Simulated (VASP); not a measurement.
Write the native input for VASP 6.6.1 that does the following.

```yaml
Task: single point
Functional: PBEsol
Potentials_or_basis: VASP PAW PBE potentials, release 64 (Rh_pv)
Cutoff: 520 eV
k_mesh: 24 × 24 × 12
Occupations: gaussian, width 0.1 eV
Spin: no spin polarisation
Dipole_correction: no
Further_INCAR_settings: ALGO = Fast; EDIFF = 1e-06; NBANDS = 22
```

The structure of Rh lies in POSCAR:

```
Rh
1.0
    2.6592942408      0.0000000000      0.0000000000
   -1.3296471204      2.3030163686      0.0000000000
    0.0000000000      0.0000000000      4.5021810534
Rh
2
Direct
    0.6666666675      0.3333333325      0.7500000000
    0.3333333325      0.6666666675      0.2500000000
```

This isn't the form of Rh at room conditions, which is fcc.

This cell differs from its parent crystal: uniaxial strain along c: +4.0 %, then relaxed in part.

One way to write it, as run:

INCAR

```
PREC = Accurate ; ENCUT = 520
EDIFF = 1E-6 ; ISMEAR = 0
SIGMA = 0.1 ; LREAL = F
LASPH = T ; NELM = 60
ALGO = Fast ; ISIF = 2
LWAVE = F ; LCHARG = F
GGA = PS ; NBANDS = 22
```

KPOINTS

```
Automatic mesh
0
Gamma
  24 24 12
```

Potentials or basis: VASP PAW PBE potentials, release 64 (Rh_pv).

Launch:

```sh
$ cat potpaw_PBE.64/Rh_pv/POTCAR > POTCAR
$ mpirun -np 1 vasp_std > vasp.out
```

Results of the run:

```yaml
Pressure: -4.4 GPa
Band_gap_on_the_k_mesh: zero (bands 15 and 16 overlap by 2.59 eV)
```

Caveat: the cell differs from its parent crystal (uniaxial strain along c: +4.0 %, then relaxed in part); the cell stands under tension; the PAW data sets were made with another functional, which shifts forces and pressure a little.

Run time: 3.1 min on 1 thread of Intel(R) Xeon(R) Platinum 8259CL CPU @ 2.50GHz (Skylake/Cascade Lake) (shared host), peak memory 0.3 GiB.
